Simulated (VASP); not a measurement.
# Zr (P6_3/mmc) in VASP: settings compared

Zr is run at these levels: BLYP, r2SCAN, revPBE; tasks: single point, relaxation of cell and atoms.

Everything below comes from runs of VASP 6.6.1. Logs are shortened: lines on timing, memory, paths and dates and some standing lists are left out, and cuts for length are marked.

## (1) The cell of the first run

It takes space group P6_3/mmc (No. 194, hexagonal). The conventional cell has a = 3.263 Å, b = 3.263 Å, c = 5.240 Å, α = 90.00°, β = 90.00°, γ = 120.00°. Within 4.2 Å of Zr (site symmetry -6m2) lie 12 Zr at 3.23 to 3.26 Å.

## (2) Single point, BLYP

Contents of INCAR:

```
SYSTEM = Zr
AGGAC = 1.0
AGGAX = 1.0
ALDAC = 0.0
ALDAX = 1.0
ALGO = Normal
EDIFF = 1E-6
ENCUT = 520
GGA = B5
ISIF = 2
ISMEAR = -1
LASPH = .True.
LCHARG = .True.
LELF = .True.
LREAL = .False.
LVHAR = .True.
LWAVE = .False.
NBANDS = 19
NELM = 80
PREC = Accurate
SIGMA = 0.05
```

Contents of KPOINTS:

```
k-points
0
Gamma
  9 9 5
  0 0 0
```

Contents of POSCAR:

```
Zr
1.0
    3.2633125933      0.0000000000      0.0000000000
   -1.6316562966      2.8261116063      0.0000000000
    0.0000000000      0.0000000000      5.2404356382
Zr
2
Direct
    0.6666666667      0.3333333333      0.7500000000
    0.3333333333      0.6666666667      0.2500000000
```

Potentials or basis: VASP PAW PBE potentials, release 64 (Zr_sv).

Command:

```bash
$ cat potpaw_PBE.64/Zr_sv/POTCAR > POTCAR
$ mpirun -np 1 vasp_std > vasp.out
```

OUTCAR:

```text
SYSTEM = Zr
   EDIFF = 1E-6
   ENCUT = 520
   GGA = B5
   ISIF = 2
   ISMEAR = -1
   LASPH = .True.
   LREAL = .False.
   NELM = 80
   PREC = Accurate

 ion  position               nearest neighbor table
   1  0.667  0.333  0.750-   2 3.23   2 3.23   2 3.23   2 3.23   2 3.23   2 3.23
   2  0.333  0.667  0.250-   1 3.23   1 3.23   1 3.23   1 3.23   1 3.23   1 3.23

  LATTYP: Found a hexagonal cell.
 ALAT       =     3.2633125933
 C/A-ratio  =     1.6058638235

  Lattice vectors:

 A1 = (   3.2633125933,   0.0000000000,   0.0000000000)
 A2 = (  -1.6316562966,   2.8261116063,   0.0000000000)
 A3 = (   0.0000000000,   0.0000000000,   5.2404356382)

Analysis of symmetry for initial positions (statically):
=====================================================================
 Subroutine PRICEL returns:
 Original cell was already a primitive cell.

 Routine SETGRP: Setting up the symmetry group for a
 hexagonal supercell.

 Subroutine GETGRP returns: Found 24 space group operations
 (whereof 12 operations were pure point group operations)
 out of a pool of 24 trial point group operations.

The static configuration has the point symmetry D_3d.
 The point group associated with its full space group is D_6h.

Analysis of symmetry for dynamics (positions and initial velocities):
=====================================================================
 Subroutine PRICEL returns:
 Original cell was already a primitive cell.

 Routine SETGRP: Setting up the symmetry group for a
 hexagonal supercell.

 Subroutine GETGRP returns: Found 24 space group operations
 (whereof 12 operations were pure point group operations)
 out of a pool of 24 trial point group operations.

The dynamic configuration has the point symmetry D_3d.
 The point group associated with its full space group is D_6h.

 Subroutine INISYM returns: Found 24 space group operations
 (whereof 12 operations are pure point group operations),
 and found     1 'primitive' translations

----------------------------------------------------------------------------------------

                                     Primitive cell

  volume of cell :      48.3298

  direct lattice vectors                    reciprocal lattice vectors
     3.263312593  0.000000000  0.000000000     0.306437085  0.176921534  0.000000000
    -1.631656297  2.826111606  0.000000000     0.000000000  0.353843068  0.000000000
     0.000000000  0.000000000  5.240435638     0.000000000  0.000000000  0.190823830

  length of vectors
     3.263312593  3.263312593  5.240435638     0.353843068  0.353843068  0.190823830

  position of ions in fractional coordinates (direct lattice)
     0.666666667  0.333333333  0.750000000
     0.333333333  0.666666667  0.250000000

  ion indices of the primitive-cell ions
   primitive index   ion index
                 1           1
                 2           2

----------------------------------------------------------------------------------------

 KPOINTS: k-points

Automatic generation of k-mesh.
 Grid dimensions read from file:
 generate k-points for:    9    9    5

 Generating k-lattice:

  Cartesian coordinates                     Fractional coordinates (reciprocal lattice)
     0.034048565  0.019657948  0.000000000     0.111111111  0.000000000  0.000000000
     0.000000000  0.039315896  0.000000000     0.000000000  0.111111111  0.000000000
     0.000000000  0.000000000  0.038164766     0.000000000  0.000000000  0.200000000

  Length of vectors
     0.039315896  0.039315896  0.038164766

  Shift w.r.t. Gamma in fractional coordinates (k-lattice)
     0.000000000  0.000000000  0.000000000

 Subroutine IBZKPT returns following result:
 ===========================================

 Found     36 irreducible k-points:

 Following reciprocal coordinates:
            Coordinates               Weight
  0.000000  0.000000  0.000000      1.000000
  0.111111  0.000000  0.000000      6.000000
  0.222222 -0.000000  0.000000      6.000000
  0.333333  0.000000  0.000000      6.000000
  0.444444 -0.000000  0.000000      6.000000
  0.111111  0.111111  0.000000      6.000000
[... 16 lines left out ...]
  0.333333  0.222222  0.200000     24.000000
  0.333333  0.333333  0.200000      4.000000
 [... further k-points ...]
   k-points           NKPTS =     36   k-points in BZ     NKDIM =     36   number of bands    NBANDS=     19
   number of dos      NEDOS =    301   number of ions     NIONS =      2
   total plane-waves  NPLWV =  23040
   dimension x,y,z NGX =    24 NGY =   24 NGZ =   40
   dimension x,y,z NGXF=    48 NGYF=   48 NGZF=   80
   ions per type =               2
   NGX,Y,Z   is equivalent  to a cutoff of  12.23, 12.23, 12.69 a.u.
   NGXF,Y,Z  is equivalent  to a cutoff of  24.45, 24.45, 25.38 a.u.
 SYSTEM =  Zr
   PREC   = accura    normal or accurate (medium, high low for compatibility)
   ISTART =      0    job   : 0-new  1-cont  2-samecut
   ICHARG =      2    charge: 1-file 2-atom 10-const
   ISPIN  =      1    spin polarized calculation?
   LNONCOLLINEAR =      F non collinear calculations
   LSORBIT =      F    spin-orbit coupling
   LASPH  =      T    aspherical Exc in radial PAW
   ENCUT  =  520.0 eV  38.22 Ry    6.18 a.u.   6.07  6.07  9.74*2*pi/ulx,y,z
   NELM   =     80;   NELMIN=  2; NELMDL= -5     # of ELM steps
   EDIFF  = 0.1E-05   stopping-criterion for ELM
   LREAL  =      F    real-space projection
   EDIFFG = 0.1E-04   stopping-criterion for IOM
   NSW    =      0    number of steps for IOM
   IBRION =     -1    ionic relax: 0-MD 1-quasi-New 2-CG
   NFREE  =      0    steps in history (QN), initial steepest desc. (CG)
   ISIF   =      2    stress and relaxation
   ISYM   =      2    0-nonsym 1-usesym 2-fastsym
   POTIM  = 0.5000    time-step for ionic-motion
   TEBEG  =    0.0;   TEEND  =   0.0 temperature during run
   PSTRESS=    0.0 pullay stress
   NELECT =      24.0000    total number of electrons
   NUPDOWN=      -1.0000    fix difference up-down
   EMIN   =  10.00;   EMAX   =-10.00  energy-range for DOS
   EFERMI =   0.00;   METHOD = LEGACY
   ISMEAR =    -1;   SIGMA  =   0.05  broadening in eV -4-tet -1-fermi 0-gaus
   EFERMI_NEDOS =   21; number of points for ismear=-14 and -15
   IALGO  =     38    algorithm
   IMIX   =      4    mixing-type and parameters
     AMIX     =   0.40;   BMIX     =  1.00
     AMIX_MAG =   1.60;   BMIX_MAG =  1.00
  volume/ion in A,a.u.               =      24.16       163.07
  Fermi-wavevector in a.u.,A,eV,Ry     =   1.296403  2.449847 22.866787  1.680661
  Thomas-Fermi vector in A             =   2.427862
   LORBIT       =      0    0 simple, 1 ext, 2 COOP (PROOUT), +10 PAW based schemes
   GGA     = B5    functional components
   LHFCALC =     F    Hartree Fock is set to
   AEXX    =    0.0000 exact exchange contribution
   IVDW    =     0    specifies the selected vdW correction
   LEPSILON=     F    determine dielectric tensor
   LRPA    =     F    only Hartree local field effects (RPA)
 non-spin polarized calculation
  energy-cutoff  :      520.00
  volume of cell :       48.33
 maximum number of plane-waves:      1317
   NGX = 13   NGY = 13   NGZ = 19

 number of electron      24.0000001 magnetization

 Free energy of the ion-electron system (eV)
  ---------------------------------------------------
  ext. energy  EPLUGINS =         0.00000000
  ---------------------------------------------------
  free energy    TOTEN  =       -14.67067397 eV

  energy without entropy =      -14.65339377  energy(sigma->0) =      -14.66203387

 E-fermi :   9.0923     XC(G=0): -10.3471

 val. band max:        9.0917858351   @ k =   0.0000   0.0000   0.4000
 cond. band min:       9.0925187395   @ k =   0.1111   0.0000   0.4000
 fundamental gap:      0.0007329044
 Fermi energy:         9.0923331863

 k-point     1 :       0.0000    0.0000    0.0000
  band No.  band energies     occupation
      1     -39.7540      2.00000
      2     -39.6248      2.00000
      3     -18.3039      2.00000
      4     -17.5319      2.00000
      5     -17.5319      2.00000
      6     -17.4282      2.00000
[... 11 lines left out ...]
     18      11.1234      0.00000
     19      13.2379      0.00000

 k-point     2 :       0.1111    0.0000    0.0000
  band No.  band energies     occupation
      1     -39.7419      2.00000
      2     -39.6196      2.00000
      3     -18.2709      2.00000
      4     -17.6055      2.00000
      5     -17.5556      2.00000
      6     -17.4869      2.00000
[... 11 lines left out ...]
     18      10.8628      0.00000
     19      13.4158      0.00000

 k-point     3 :       0.2222   -0.0000    0.0000
  band No.  band energies     occupation
      1     -39.7101      2.00000
      2     -39.6073      2.00000
      3     -18.1801      2.00000
      4     -17.7919      2.00000
      5     -17.6717      2.00000
      6     -17.6127      2.00000
[... 11 lines left out ...]
     18      11.6051      0.00000
     19      13.7074      0.00000

 k-point     4 :       0.3333    0.0000    0.0000
  band No.  band energies     occupation
      1     -39.6708      2.00000
      2     -39.5963      2.00000
      3     -18.0555      2.00000
      4     -18.0028      2.00000
      5     -17.8704      2.00000
      6     -17.6743      2.00000
[... 11 lines left out ...]
     18      12.7451      0.00000
     19      13.8971      0.00000

 k-point     5 :       0.4444   -0.0000    0.0000
  band No.  band energies     occupation
      1     -39.6406      2.00000
      2     -39.5933      2.00000
      3     -18.1391      2.00000
      4     -17.9949      2.00000
      5     -17.9443      2.00000
      6     -17.7131      2.00000
[... 11 lines left out ...]
     18      13.9744      0.00000
     19      14.0154      0.00000
[... 334 lines left out ...]
      2     -39.5975      2.00000
      3     -18.1817      2.00000
      4     -18.0576      2.00000
      5     -17.8403      2.00000
      6     -17.7198      2.00000
[... 11 lines left out ...]
     18      13.8344      0.00000
     19      14.6874      0.00000

 k-point    22 :       0.2222    0.2222    0.2000
  band No.  band energies     occupation
      1     -39.6459      2.00000
      2     -39.5990      2.00000
      3     -18.0794      2.00000
      4     -18.0068      2.00000
      5     -17.8177      2.00000
      6     -17.7627      2.00000
[... 11 lines left out ...]
     18      13.4632      0.00000
     19      14.2970      0.00000

 k-point    23 :       0.3333    0.2222    0.2000
  band No.  band energies     occupation
      1     -39.6215      2.00000
      2     -39.5979      2.00000
      3     -18.1018      2.00000
      4     -18.0252      2.00000
      5     -17.8828      2.00000
      6     -17.7552      2.00000
[... 11 lines left out ...]
     18      13.7833      0.00000
     19      15.2418      0.00000

 k-point    24 :       0.3333    0.3333    0.2000
  band No.  band energies     occupation
      1     -39.6053      2.00000
      2     -39.6053      2.00000
      3     -18.0094      2.00000
      4     -18.0019      2.00000
      5     -18.0019      2.00000
      6     -17.7882      2.00000
[... 11 lines left out ...]
     18      13.1647      0.00000
     19      15.5728      0.00000

 [... further k-points ...]

------------------------ aborting loop because EDIFF is reached ----------------------------------------

  FORCE on cell =-STRESS in cart. coord.  units (eV):
  Direction    XX          YY          ZZ          XY          YZ          ZX
  --------------------------------------------------------------------------------------
  -------------------------------------------------------------------------------------
  Total        0.0318812      0.0318812      0.0479799      0.0000000      0.0000000      0.0000000
  in kB        1.0568912      1.0568912      1.5905769      0.0000000      0.0000000      0.0000000
  external PRESSURE =       1.2347865 kB  Pullay stress =       0.0000000 kB

 VOLUME and BASIS-vectors are now :
 -----------------------------------------------------------------------------
  energy-cutoff  :      520.00
  volume of cell :       48.33
      direct lattice vectors                 reciprocal lattice vectors
     3.263312593  0.000000000  0.000000000     0.306437085  0.176921534  0.000000000
    -1.631656297  2.826111606  0.000000000     0.000000000  0.353843068  0.000000000
     0.000000000  0.000000000  5.240435638     0.000000000  0.000000000  0.190823830

 POSITION                                       TOTAL-FORCE (eV/Angst)
 -----------------------------------------------------------------------------------
      1.63166      0.94204      3.93033        -0.000000      0.000000      0.000000
     -0.00000      1.88407      1.31011         0.000000     -0.000000      0.000000
 -----------------------------------------------------------------------------------
    total drift:                               -0.000000      0.000000     -0.000000

  FREE ENERGIE OF THE ION-ELECTRON SYSTEM (eV)
  ---------------------------------------------------
  free  energy   TOTEN  =       -14.6706739729 eV

  energy  without entropy=      -14.6533937708  energy(sigma->0) =      -14.66203387
```

It took 14 s on 1 thread of Intel Xeon 6975P-C (Granite Rapids), shared host; peak memory 0.16 GiB.

Results:

```
Free energy            : -14.6707 eV
Pressure               : 0.1 GPa
Band gap on the k mesh : zero (bands 12 and 13 overlap by 1.06 eV)
```

Levels at points of the mesh, in eV from the Fermi level:
```
           k point  band 8  band 9  band 10  band 11  band 12  band 13  band 14  band 15  band 16  band 17
(0.00, 0.00, 0.00)  -26.50   -5.44    -2.91     0.80     0.80     0.85     1.17     1.42     1.42     2.03
```

Caveat: the PAW data sets were made with another functional, which shifts forces and pressure a little.

## (3) Single point, r2SCAN

This run uses another cell than the first one, of 23.28 Å³/atom.

Contents of POSCAR:

```
Zr
1.0
    3.2320000000      0.0000000000      0.0000000000
   -1.6160000000      2.7989941050      0.0000000000
    0.0000000000      0.0000000000      5.1470000000
Zr
2
Direct
    0.6666666667      0.3333333333      0.7500000000
    0.3333333333      0.6666666667      0.2500000000
```

Contents of INCAR.step1:

```
SYSTEM = Zr
PREC     = Accurate       ! precision mode
ENCUT    = 520            ! plane-wave cutoff, eV
ISMEAR   = -1             ! smearing method
SIGMA    = 0.05           ! smearing width, eV
LREAL    = .False.        ! projectors in reciprocal space
LASPH    = .True.         ! aspherical terms in the spheres
NELM     = 80             ! most SCF steps
NBANDS   = 19             ! bands
GGA      = PE             ! functional
ALGO     = Normal         ! electronic algorithm
EDIFF    = 1E-4           ! SCF threshold, eV
LWAVE    = .True.         ! write WAVECAR
LCHARG   = .False.        ! write CHGCAR
```

Contents of INCAR.step2:

```
SYSTEM = Zr
PREC     = Accurate       ! precision mode
ENCUT    = 520            ! plane-wave cutoff, eV
EDIFF    = 1E-7           ! SCF threshold, eV
ISMEAR   = -1             ! smearing method
SIGMA    = 0.05           ! smearing width, eV
LREAL    = .False.        ! projectors in reciprocal space
LASPH    = .True.         ! aspherical terms in the spheres
NELM     = 80             ! most SCF steps
ALGO     = Normal         ! electronic algorithm
ISIF     = 2              ! what is computed and relaxed
LWAVE    = .False.        ! write WAVECAR
LCHARG   = .False.        ! write CHGCAR
METAGGA  = R2SCAN         ! meta-GGA
LMIXTAU  = .True.       
NBANDS   = 19             ! bands
ISTART   = 1
```

Contents of KPOINTS:

```
regular mesh
0
Gamma
  9 9 5
  0 0 0
```

Potentials or basis: VASP PAW PBE potentials, release 64 (Zr_sv).

Command:

```bash
$ cat potpaw_PBE.64/Zr_sv/POTCAR > POTCAR
$ cp INCAR.step1 INCAR
$ mpirun -np 1 vasp_std > vasp.out
$ cp INCAR.step2 INCAR
$ mpirun -np 1 vasp_std > vasp.out
```

Wall time 44 s (1 thread of Intel Xeon 6975P-C (Granite Rapids), shared host); peak memory 0.17 GiB.

Results (log left out):

```
Free energy            : -45.5129 eV
Pressure               : 0.9 GPa
Band gap on the k mesh : zero (bands 12 and 13 overlap by 1.30 eV)
```

Stress tensor (GPa, compression positive):
```
0.82 0.00 0.00
0.00 0.82 0.00
0.00 0.00 0.99
```

Levels at points of the mesh, in eV from the Fermi level:
| k point | band 9 | band 10 | band 11 | band 12 | band 13 | band 14 | band 15 | band 16 |
| --- | --- | --- | --- | --- | --- | --- | --- | --- |
| (0.00, 0.00, 0.00) | -6.03 | -3.22 | 0.95 | 0.95 | 1.01 | 1.12 | 1.70 | 1.70 |

Caveat: the PAW data sets were made with another functional, which shifts forces and pressure a little.

(Continued in part 2 of 2.)
